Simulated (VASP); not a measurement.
InAs, 2 atoms in the cell. The structure is tetragonal, space group I-4m2 (No. 119). Conventional cell: a = 4.024 Å, b = 4.024 Å, c = 6.830 Å, α = 90.00°, β = 90.00°, γ = 90.00°. Within 3.5 Å of In (site symmetry -4m2) lie 4 As at 2.64 Å. Within 3.5 Å of As (site symmetry -4m2) lie 4 In at 2.64 Å.  This cell differs from its parent crystal: ratio of the length along z to the lengths across it x 1.2, volume and fractional coordinates fixed.

| Item | Value |
| --- | --- |
| Program | VASP 6.6.1 |
| Task | single point |
| Functional | r2SCAN |
| Potentials or basis | VASP PAW PBE potentials, release 64 (In_d, As) |
| Cutoff | 520 eV |
| k mesh | 10 × 10 × 10 |
| Occupations | gaussian, width 0.03 eV |
| Spin | no spin polarisation |
| Dipole correction | no |
| Further INCAR settings | ALGO = Normal; EDIFF = 1e-07; NBANDS = 16 |

Potentials or basis: VASP PAW PBE potentials, release 64 (In_d, As).

The run is started by

```sh
$ cat potpaw_PBE.64/In_d/POTCAR potpaw_PBE.64/As/POTCAR > POTCAR
$ cp INCAR.step1 INCAR
$ mpirun -np 1 vasp_std > vasp.out
$ cp INCAR.step2 INCAR
$ mpirun -np 1 vasp_std > vasp.out
```

Hardware: 1 thread of Intel(R) Xeon(R) 6975P-C (Granite Rapids) (shared host).

Task: How long does it take, and how much memory?

Result: Wall time 2.6 min on 1 thread of Intel(R) Xeon(R) 6975P-C (Granite Rapids), on a shared host, peak memory 0.26 GiB. Counts: k points 102.
